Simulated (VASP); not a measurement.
# Li2ZnO2 (P4/mbm) in VASP: further runs

Runs on Li2ZnO2. Level: PBE. Tasks: single point, relaxation of cell and atoms.

Everything below comes from runs of VASP 6.6.1. Logs are shortened: lines on timing, memory, paths and dates and some standing lists are left out, and cuts for length are marked.

### 1 The cell of the first run

The structure is tetragonal, space group P4/mbm (No. 127). Conventional cell: a = 6.152 Å, b = 6.152 Å, c = 3.516 Å, α = 90.00°, β = 90.00°, γ = 90.00°. Within 3.3 Å of Li (site symmetry m2m) lie 6 O at 2.50 to 2.56 Å and 4 Zn at 2.86 Å and 5 Li at 3.15 to 3.19 Å. Within 3.3 Å of Zn (site symmetry 4/m) lie 4 O at 2.48 Å and 8 Li at 2.86 Å. O (site symmetry m2m) has 1 O at 1.99 Å and 2 Zn at 2.48 Å and 6 Li at 2.50 to 2.56 Å within 2.6 Å.

The cell was generated, and may not be a known phase.

### 2 Single point, PBE

The input, INCAR:

```
SYSTEM = Li2ZnO2
PREC     = Accurate       ! precision mode
ENCUT    = 520            ! plane-wave cutoff, eV
EDIFF    = 1E-7           ! SCF threshold, eV
ISMEAR   = 0              ! smearing method
SIGMA    = 0.1            ! smearing width, eV
LREAL    = .False.        ! projectors in reciprocal space
LASPH    = .True.         ! aspherical terms in the spheres
NELM     = 80             ! most SCF steps
ALGO     = Normal         ! electronic algorithm
ISIF     = 2              ! what is computed and relaxed
LWAVE    = .False.        ! write WAVECAR
LCHARG   = .False.        ! write CHGCAR
GGA      = PE             ! functional
NBANDS   = 41             ! bands
```

The input, KPOINTS:

```
Automatic mesh
0
Gamma
  4 4 6
  0 0 0
```

The input, POSCAR:

```
Li2ZnO2
1.0
    6.1517773400      0.0000000000      0.0000000000
    0.0000000000      6.1517773400      0.0000000000
    0.0000000000      0.0000000000      3.5163638000
Li Zn O
4 2 4
Direct
    0.6812019900      0.1812019900      0.5000000000
    0.3187980100      0.8187980100      0.5000000000
    0.1812019900      0.3187980100      0.5000000000
    0.8187980100      0.6812019900      0.5000000000
    0.5000000000      0.5000000000      0.0000000000
    0.0000000000      0.0000000000      0.0000000000
    0.1142020100      0.6142020100      0.0000000000
    0.8857979900      0.3857979900      0.0000000000
    0.6142020100      0.8857979900      0.0000000000
    0.3857979900      0.1142020100      0.0000000000
```

Potentials or basis: VASP PAW PBE potentials, release 64 (Li_sv, Zn, O).

Started as:

```console
cat potpaw_PBE.64/Li_sv/POTCAR potpaw_PBE.64/Zn/POTCAR potpaw_PBE.64/O/POTCAR > POTCAR
mpirun -np 1 vasp_std > vasp.out
```

OUTCAR:

```text
SYSTEM = Li2ZnO2
   PREC = Accurate
   ENCUT = 520
   EDIFF = 1E-7
   ISMEAR = 0
   LREAL = .False.
   LASPH = .True.
   NELM = 80
   ISIF = 2
   GGA = PE

 ion  position               nearest neighbor table
   1  0.681  0.181  0.500-
   2  0.319  0.819  0.500-
   3  0.181  0.319  0.500-
   4  0.819  0.681  0.500-
   5  0.500  0.500  0.000-   7 2.48   8 2.48   9 2.48  10 2.48
   6  0.000  0.000  0.000-   7 2.48   8 2.48   9 2.48  10 2.48
   7  0.114  0.614  0.000-   5 2.48   6 2.48
   8  0.886  0.386  0.000-   5 2.48   6 2.48
   9  0.614  0.886  0.000-   5 2.48   6 2.48
  10  0.386  0.114  0.000-   5 2.48   6 2.48

  LATTYP: Found a simple tetragonal cell.
 ALAT       =     6.1517773400
 C/A-ratio  =     0.5716012797

  Lattice vectors:

 A1 = (   6.1517773400,   0.0000000000,   0.0000000000)
 A2 = (   0.0000000000,   6.1517773400,   0.0000000000)
 A3 = (   0.0000000000,   0.0000000000,   3.5163638000)

Analysis of symmetry for initial positions (statically):
=====================================================================
 Subroutine PRICEL returns:
 Original cell was already a primitive cell.

 Routine SETGRP: Setting up the symmetry group for a
 simple tetragonal supercell.

 Subroutine GETGRP returns: Found 16 space group operations
 (whereof  8 operations were pure point group operations)
 out of a pool of 16 trial point group operations.

The static configuration has the point symmetry C_4h.
 The point group associated with its full space group is D_4h.

Analysis of symmetry for dynamics (positions and initial velocities):
=====================================================================
 Subroutine PRICEL returns:
 Original cell was already a primitive cell.

 Routine SETGRP: Setting up the symmetry group for a
 simple tetragonal supercell.

 Subroutine GETGRP returns: Found 16 space group operations
 (whereof  8 operations were pure point group operations)
 out of a pool of 16 trial point group operations.

The dynamic configuration has the point symmetry C_4h.
 The point group associated with its full space group is D_4h.

 Subroutine INISYM returns: Found 16 space group operations
 (whereof  8 operations are pure point group operations),
 and found     1 'primitive' translations

----------------------------------------------------------------------------------------

                                     Primitive cell

  volume of cell :     133.0746

  direct lattice vectors                    reciprocal lattice vectors
     6.151777340  0.000000000  0.000000000     0.162554648  0.000000000  0.000000000
     0.000000000  6.151777340  0.000000000     0.000000000  0.162554648  0.000000000
     0.000000000  0.000000000  3.516363800     0.000000000  0.000000000  0.284384682

  length of vectors
     6.151777340  6.151777340  3.516363800     0.162554648  0.162554648  0.284384682

  position of ions in fractional coordinates (direct lattice)
     0.681201990  0.181201990  0.500000000
     0.318798010  0.818798010  0.500000000
     0.181201990  0.318798010  0.500000000
     0.818798010  0.681201990  0.500000000
     0.500000000  0.500000000  0.000000000
     0.000000000  0.000000000  0.000000000
     0.114202010  0.614202010  0.000000000
     0.885797990  0.385797990  0.000000000
     0.614202010  0.885797990  0.000000000
     0.385797990  0.114202010  0.000000000

  ion indices of the primitive-cell ions
   primitive index   ion index
                 1           1
                 2           2
                 3           3
                 4           4
                 5           5
                 6           6
                 7           7
                 8           8
                 9           9
                10          10

----------------------------------------------------------------------------------------

 KPOINTS: Automatic mesh

Automatic generation of k-mesh.
 Grid dimensions read from file:
 generate k-points for:    4    4    6

 Generating k-lattice:

  Cartesian coordinates                     Fractional coordinates (reciprocal lattice)
     0.040638662  0.000000000  0.000000000     0.250000000  0.000000000  0.000000000
     0.000000000  0.040638662  0.000000000     0.000000000  0.250000000  0.000000000
     0.000000000  0.000000000  0.047397447     0.000000000  0.000000000  0.166666667

  Length of vectors
     0.040638662  0.040638662  0.047397447

  Shift w.r.t. Gamma in fractional coordinates (k-lattice)
     0.000000000  0.000000000  0.000000000

 Subroutine IBZKPT returns following result:
 ===========================================

 Found     24 irreducible k-points:

 Following reciprocal coordinates:
            Coordinates               Weight
  0.000000  0.000000  0.000000      1.000000
  0.250000  0.000000  0.000000      4.000000
  0.500000  0.000000  0.000000      2.000000
  0.250000  0.250000  0.000000      4.000000
  0.500000  0.250000  0.000000      4.000000
  0.500000  0.500000  0.000000      1.000000
[... 16 lines left out ...]
  0.500000  0.250000  0.500000      4.000000
  0.500000  0.500000  0.500000      1.000000
   k-points           NKPTS =     24   k-points in BZ     NKDIM =     24   number of bands    NBANDS=     41
   number of dos      NEDOS =    301   number of ions     NIONS =     10
   total plane-waves  NPLWV =  64512
   dimension x,y,z NGX =    48 NGY =   48 NGZ =   28
   dimension x,y,z NGXF=    96 NGYF=   96 NGZF=   56
   ions per type =               4   2   4
   NGX,Y,Z   is equivalent  to a cutoff of  12.97, 12.97, 13.24 a.u.
   NGXF,Y,Z  is equivalent  to a cutoff of  25.94, 25.94, 26.48 a.u.
 SYSTEM =  Li2ZnO2
   PREC   = accura    normal or accurate (medium, high low for compatibility)
   ISTART =      0    job   : 0-new  1-cont  2-samecut
   ICHARG =      2    charge: 1-file 2-atom 10-const
   ISPIN  =      1    spin polarized calculation?
   LNONCOLLINEAR =      F non collinear calculations
   LSORBIT =      F    spin-orbit coupling
   LASPH  =      T    aspherical Exc in radial PAW
   ENCUT  =  520.0 eV  38.22 Ry    6.18 a.u.  11.44 11.44  6.54*2*pi/ulx,y,z
   NELM   =     80;   NELMIN=  2; NELMDL= -5     # of ELM steps
   EDIFF  = 0.1E-06   stopping-criterion for ELM
   LREAL  =      F    real-space projection
   EDIFFG = 0.1E-05   stopping-criterion for IOM
   NSW    =      0    number of steps for IOM
   IBRION =     -1    ionic relax: 0-MD 1-quasi-New 2-CG
   NFREE  =      0    steps in history (QN), initial steepest desc. (CG)
   ISIF   =      2    stress and relaxation
   ISYM   =      2    0-nonsym 1-usesym 2-fastsym
   POTIM  = 0.5000    time-step for ionic-motion
   TEBEG  =    0.0;   TEEND  =   0.0 temperature during run
   PSTRESS=    0.0 pullay stress
   NELECT =      60.0000    total number of electrons
   NUPDOWN=      -1.0000    fix difference up-down
   EMIN   =  10.00;   EMAX   =-10.00  energy-range for DOS
   EFERMI =   0.00;   METHOD = LEGACY
   ISMEAR =     0;   SIGMA  =   0.10  broadening in eV -4-tet -1-fermi 0-gaus
   EFERMI_NEDOS =   21; number of points for ismear=-14 and -15
   IALGO  =     38    algorithm
   IMIX   =      4    mixing-type and parameters
     AMIX     =   0.40;   BMIX     =  1.00
     AMIX_MAG =   1.60;   BMIX_MAG =  1.00
  volume/ion in A,a.u.               =      13.31        89.80
  Fermi-wavevector in a.u.,A,eV,Ry     =   1.255337  2.372242 21.441018  1.575870
  Thomas-Fermi vector in A             =   2.389098
   LORBIT       =      0    0 simple, 1 ext, 2 COOP (PROOUT), +10 PAW based schemes
   GGA     = PE    functional components
   LHFCALC =     F    Hartree Fock is set to
   AEXX    =    0.0000 exact exchange contribution
   IVDW    =     0    specifies the selected vdW correction
   LEPSILON=     F    determine dielectric tensor
   LRPA    =     F    only Hartree local field effects (RPA)
 non-spin polarized calculation
 Gauss-broadening in eV      SIGMA  =   0.10
  energy-cutoff  :      520.00
  volume of cell :      133.07
 maximum number of plane-waves:      3617
 NGX is ok and might be reduce to    48
   NGX = 23   NGY = 23   NGZ = 13

 number of electron      60.0000033 magnetization

 Free energy of the ion-electron system (eV)
  ---------------------------------------------------
  ext. energy  EPLUGINS =         0.00000000
  ---------------------------------------------------
  free energy    TOTEN  =       -36.42153167 eV

  energy without entropy =      -36.41001337  energy(sigma->0) =      -36.41577252

 E-fermi :   1.2126     XC(G=0):  -9.1967

 val. band max:        1.1948953813   @ k =   0.0000   0.0000   0.3333
 cond. band min:       1.2365846488   @ k =   0.0000   0.0000   0.5000
 fundamental gap:      0.0416892675
 Fermi energy:         1.2125940673

 k-point     1 :       0.0000    0.0000    0.0000
  band No.  band energies     occupation
      1     -44.7145      2.00000
      2     -44.7088      2.00000
      3     -44.7088      2.00000
      4     -44.7071      2.00000
      5     -16.5280      2.00000
      6     -16.3283      2.00000
[... 33 lines left out ...]
     40       8.7123      0.00000
     41       9.3047      0.00000

 k-point     2 :       0.2500    0.0000    0.0000
  band No.  band energies     occupation
      1     -44.7138      2.00000
      2     -44.7098      2.00000
      3     -44.7084      2.00000
      4     -44.7072      2.00000
      5     -16.4950      2.00000
      6     -16.3530      2.00000
[... 33 lines left out ...]
     40       8.5073      0.00000
     41       9.5706      0.00000

 k-point     3 :       0.5000    0.0000    0.0000
  band No.  band energies     occupation
      1     -44.7119      2.00000
      2     -44.7119      2.00000
      3     -44.7077      2.00000
      4     -44.7077      2.00000
      5     -16.4199      2.00000
      6     -16.4199      2.00000
[... 875 lines left out ...]
      2     -44.7102      2.00000
      3     -44.7070      2.00000
      4     -44.7070      2.00000
      5     -16.3125      2.00000
      6     -16.3125      2.00000
[... 33 lines left out ...]
     40       7.8433      0.00000
     41       8.9688      0.00000

 k-point    24 :       0.5000    0.5000    0.5000
  band No.  band energies     occupation
      1     -44.7095      2.00000
      2     -44.7095      2.00000
      3     -44.7076      2.00000
      4     -44.7076      2.00000
      5     -16.3057      2.00000
      6     -16.3057      2.00000
[... 33 lines left out ...]
     40       7.8335      0.00000
     41       9.7716      0.00000

------------------------ aborting loop because EDIFF is reached ----------------------------------------

  FORCE on cell =-STRESS in cart. coord.  units (eV):
  Direction    XX          YY          ZZ          XY          YZ          ZX
  --------------------------------------------------------------------------------------
  -------------------------------------------------------------------------------------
  Total       -9.4769549     -9.4769549     -9.8099725      0.0000000      0.0000000      0.0000000
  in kB     -114.0996680   -114.0996680   -118.1090984      0.0000000      0.0000000      0.0000000
  external PRESSURE =    -115.4361448 kB  Pullay stress =       0.0000000 kB

 VOLUME and BASIS-vectors are now :
 -----------------------------------------------------------------------------
  energy-cutoff  :      520.00
  volume of cell :      133.07
      direct lattice vectors                 reciprocal lattice vectors
     6.151777340  0.000000000  0.000000000     0.162554648  0.000000000  0.000000000
     0.000000000  6.151777340  0.000000000     0.000000000  0.162554648  0.000000000
     0.000000000  0.000000000  3.516363800     0.000000000  0.000000000  0.284384682

 POSITION                                       TOTAL-FORCE (eV/Angst)
 -----------------------------------------------------------------------------------
      4.19060      1.11471      1.75818        -0.374709     -0.374709     -0.000000
      1.96117      5.03706      1.75818         0.374709      0.374709     -0.000000
      1.11471      1.96117      1.75818        -0.374709      0.374709     -0.000000
      5.03706      4.19060      1.75818         0.374709     -0.374709      0.000000
      3.07589      3.07589      0.00000         0.000000     -0.000000     -0.000000
      0.00000      0.00000      0.00000         0.000000     -0.000000     -0.000000
      0.70255      3.77843      0.00000         1.289626      1.289626     -0.000000
      5.44923      2.37334      0.00000        -1.289626     -1.289626     -0.000000
      3.77843      5.44923      0.00000         1.289626     -1.289626      0.000000
      2.37334      0.70255      0.00000        -1.289626      1.289626     -0.000000
 -----------------------------------------------------------------------------------
    total drift:                                0.000000     -0.000000      0.000000

  FREE ENERGIE OF THE ION-ELECTRON SYSTEM (eV)
  ---------------------------------------------------
  free  energy   TOTEN  =       -36.4215316715 eV

  energy  without entropy=      -36.4100133714  energy(sigma->0) =      -36.41577252
```

Wall time 1.7 min (1 thread of AMD EPYC 9R14 (Zen 4), shared host); peak memory 0.26 GiB.

Results:

```yaml
Free_energy: -36.4215 eV
Largest_force: 1.824 eV/Å
Band_gap_on_the_k_mesh: zero (bands 30 and 31 overlap by 0.26 eV)
```

Forces on the atoms (eV/Å):
```
Li  -0.375 -0.375  0.000
Li   0.375  0.375  0.000
Li  -0.375  0.375  0.000
Li   0.375 -0.375  0.000
Zn   0.000  0.000  0.000
Zn   0.000  0.000  0.000
O    1.290  1.290  0.000
O   -1.290 -1.290  0.000
O    1.290 -1.290  0.000
O   -1.290  1.290  0.000
```

Caveat: the cutoff is under 1.25 times the usual one of these potentials, so pressure, stress and relaxed cells hold a basis-set (Pulay) error; semilocal functionals underestimate gaps, and a narrow one can read as zero; forces of over 1 eV/Å act on the atoms, so gaps and moduli don't describe the material at rest.

(Continued in part 2 of 2.)

The gap in the log of VASP goes by the Fermi energy; the results here count the filled bands.